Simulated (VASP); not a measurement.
Input of a VASP 6.6.1 run:

INCAR

```
PREC = Accurate ; ENCUT = 520
EDIFF = 1E-6 ; ISMEAR = 0
SIGMA = 0.1 ; LREAL = F
LASPH = T ; NELM = 60
ALGO = Normal ; ISIF = 2
LWAVE = F ; LCHARG = T
GGA = PE ; LELF = T
LVHAR = T ; NBANDS = 41
```

Contents of KPOINTS:

```
regular mesh
0
Gamma
  6 6 2
```

POSCAR

```
Mg5CdO6
1.0
    3.0966278000      0.0000000000      0.0000000000
    0.0000000000      3.0966278000      0.0000000000
    0.0000000000      0.0000000000     13.1208840000
Mg Cd O
5 1 6
Direct
    0.0000000000      0.0000000000      0.0000000000
    0.5000000000      0.5000000000      0.1587650000
    0.0000000000      0.0000000000      0.3200280000
    0.0000000000      0.0000000000      0.6799720000
    0.5000000000      0.5000000000      0.8412350000
    0.5000000000      0.5000000000      0.5000000000
    0.0000000000      0.0000000000      0.1593710000
    0.5000000000      0.5000000000      0.3171830000
    0.0000000000      0.0000000000      0.5000000000
    0.5000000000      0.5000000000      0.6828170000
    0.0000000000      0.0000000000      0.8406290000
    0.5000000000      0.5000000000      0.0000000000
```

Potentials or basis: VASP PAW PBE potentials, release 64 (Mg, Cd, O).

The run is started by

```sh
$ cat potpaw_PBE.64/Mg/POTCAR potpaw_PBE.64/Cd/POTCAR potpaw_PBE.64/O/POTCAR > POTCAR
$ mpirun -np 1 vasp_std > vasp.out
```

Problem. Estimate the largest force.

Solution. 0.031 eV/Å.

Problem. Estimate the band gap on the k mesh.

Solution. 1.39 eV (least direct gap 2.75 eV).

Problem. What does it give for the pressure?

Solution. -0.1 GPa.

Forces in eV/Å, atoms in the order of the input:
```
Mg   0.000  0.000  0.000
Mg   0.000  0.000  0.001
Mg   0.000  0.000 -0.014
Mg   0.000  0.000  0.014
Mg   0.000  0.000 -0.001
Cd   0.000  0.000  0.000
O    0.000  0.000  0.000
O    0.000  0.000 -0.031
O    0.000  0.000  0.000
O    0.000  0.000  0.031
O    0.000  0.000  0.000
O    0.000  0.000  0.000
```

A k mesh can miss the band edges.
